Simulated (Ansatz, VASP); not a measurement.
# K: VASP beside Ansatz

```
CELL_PARAMETERS angstrom
0.00000 4.94300 4.94300
4.94300 0.00000 4.94300
4.94300 4.94300 0.00000
ATOMIC_POSITIONS crystal
K 0.12500 0.12500 0.12500
K 0.87500 0.87500 0.87500
```

Alike in both runs: task single point; functional PBE; k mesh 9 × 9 × 9; occupations fermi-dirac, width 0.1 eV; no spin polarisation.

|  | VASP | Ansatz |
| --- | --- | --- |
| version | VASP 6.6.1 | Ansatz 0.2.0 |
| potentials or method | VASP PAW PBE potentials, release 64 (K_sv), cutoff 520 eV | plane waves (420 eV) with PAW, scalar-relativistic |
| valence electrons in the cell | 18 | 18 |

```tsv
	VASP	Ansatz	Ansatz less VASP
pressure (GPa)	-0.1	-0.1	+0.01
```
